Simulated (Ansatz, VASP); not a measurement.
**One calculation of SrCl2, two programs**

Contents of POSCAR:

```
SrCl2
1.0
    4.4072489055      0.0000000000      0.0000000000
   -2.2036244528      3.8167895130      0.0000000000
    0.0000000000      0.0000000000      5.5960650195
Sr Cl
1 2
Direct
    0.0000000000      0.0000000000      0.0000000000
    0.3333333333      0.6666666667      0.2486950203
    0.6666666667      0.3333333333      0.7513049797
```

The input INCAR.step1:

```
PREC     = Accurate       # precision mode
ENCUT    = 520            # plane-wave cutoff, eV
EDIFF    = 1E-5           # SCF threshold, eV
ISMEAR   = 0              # smearing method
SIGMA    = 0.01           # smearing width, eV
LREAL    = False          # projectors in reciprocal space
LASPH    = True           # aspherical terms in the spheres
NELM     = 100            # most SCF steps
ALGO     = Normal         # electronic algorithm
ISIF     = 2              # what is computed and relaxed
LWAVE    = True           # write WAVECAR
GGA      = PE             # functional
NBANDS   = 19             # bands
```

File INCAR.step2:

```
PREC     = Accurate       # precision mode
ENCUT    = 520            # plane-wave cutoff, eV
EDIFF    = 1E-7           # SCF threshold, eV
ISMEAR   = 0              # smearing method
SIGMA    = 0.01           # smearing width, eV
LREAL    = False          # projectors in reciprocal space
LASPH    = True           # aspherical terms in the spheres
NELM     = 100            # most SCF steps
ALGO     = Normal         # electronic algorithm
ISIF     = 2              # what is computed and relaxed
LWAVE    = False          # write WAVECAR
LCHARG   = True           # write CHGCAR
GGA      = PE             # functional
LHFCALC  = True           # exact exchange
HFSCREEN = 0.2079         # screening, 1/A
PRECFOCK = Normal       
LELF     = True           # ELF
LVHAR    = True         
ISTART   = 1            
NBANDS   = 19             # bands
```

KPOINTS

```
regular mesh
0
Gamma
  6 6 2
```

Input for Ansatz:

```yaml
crystal:
  lattice:
    - [4.4072489055, 0.0, 0.0]
    - [-2.2036244528, 3.816789513, 0.0]
    - [0.0, 0.0, 5.5960650195]
  atoms:
    - { symbol: Sr, position: [0.0, 0.0, 0.0] }
    - { symbol: Cl, position: [0.3333333333, 0.6666666667, 0.2486950203] }
    - { symbol: Cl, position: [0.6666666667, 0.3333333333, 0.7513049797] }
kpoints:
  mp_grid: { grid: [6, 6, 2] }
hamiltonian:
  xc: hse06
scf:
  occupations: { method: fixed }
  n_extra_bands: 4
output:
  forces: true
  stress: true
  eigenvalues: true
```

Alike in both runs: task single point; functional HSE06; k mesh 6 × 6 × 2; no spin polarisation.

```csv
,VASP,Ansatz
version,VASP 6.6.1,Ansatz 0.2.0
potentials or method,"VASP PAW PBE potentials, release 64 (Sr_sv, Cl)","plane waves, PAW"
plane-wave cutoff (eV),520,420
occupations,"gaussian, width 0.01 eV",fixed
valence electrons in the cell,24,24
```

|  | VASP | Ansatz | Ansatz less VASP |
| --- | --- | --- | --- |
| gap on the k mesh at the Fermi level (eV) | 6.45 | 6.46 | +0.005 |
| pressure (GPa) | 0.9 | 0.8 | -0.07 |
| traceless stress, the component that is largest in VASP (GPa) | 0.01 | 0.06 | +0.051 |
| rms of the force components (eV/Å) | 0.017 | 0.027 | +0.0096 |

Atom by atom the forces differ by 0.010 eV/Å (rms over components). Ansatz's warnings: stress exchange threshold loose, stress scf threshold loose.

The k mesh is coarse, so the values compare programs but aren't converged.
